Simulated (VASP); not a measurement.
Here is a VASP 6.6.1 calculation.

The input INCAR:

```
SYSTEM = HfZrTe4
ALGO = Normal
EDIFF = 1E-6
EDIFFG = -0.01
ENCUT = 600
GGA = PE
IBRION = 2
ISIF = 3
ISMEAR = 0
LASPH = .True.
LCHARG = .False.
LREAL = .False.
LWAVE = .False.
NELM = 60
NSW = 100
PREC = Accurate
SIGMA = 0.1
```

Contents of KPOINTS:

```
k-points
0
Gamma
  12 12 4
  0 0 0
```

Contents of POSCAR:

```
HfZrTe4
1.0
    3.9725303000      0.0000000000      0.0000000000
   -1.9862652000      3.4403122000      0.0000000000
    0.0000000000      0.0000000000     14.2522910000
Zr Hf Te
1 1 4
Direct
    0.0000000000      0.0000000000      0.0000000000
    0.0000000000      0.0000000000      0.5000000000
    0.3333333000      0.6666667000      0.1263790000
    0.3333333000      0.6666667000      0.6244570000
    0.6666667000      0.3333333000      0.3755430000
    0.6666667000      0.3333333000      0.8736210000
```

Potentials or basis: VASP PAW PBE potentials, release 64 (Zr_sv, Hf_pv, Te).

Command:

```console
$ cat potpaw_PBE.64/Zr_sv/POTCAR potpaw_PBE.64/Hf_pv/POTCAR potpaw_PBE.64/Te/POTCAR > POTCAR
$ mpirun -np 1 vasp_std > vasp.out
```

**Question.** Estimate the relaxed cell.

**Answer.** a = 3.969 Å, b = 3.969 Å, c = 14.255 Å, α = 90.00°, β = 90.00°, γ = 120.00°.

**Question.** Estimate the band gap on the k mesh.

**Answer.** Zero (bands 23 and 24 overlap by 0.62 eV).

**Question.** What does it give for the space group after relaxing (to 0.1 Å)?

**Answer.** P-3m1 (No. 164).

Final structure:
```
Zr Hf Te
1.0
     3.96944    0.00000    0.00000
    -1.98472    3.43764    0.00000
     0.00000    0.00000   14.25521
Zr Hf Te
1 1 4
Direct
  0.00000 0.00000 0.00000
  0.00000 0.00000 0.50000
  0.33333 0.66667 0.12655
  0.33333 0.66667 0.62433
  0.66667 0.33333 0.37567
  0.66667 0.33333 0.87345
```

Caveat: spin-orbit coupling is left out, which moves the levels of the heavy elements.
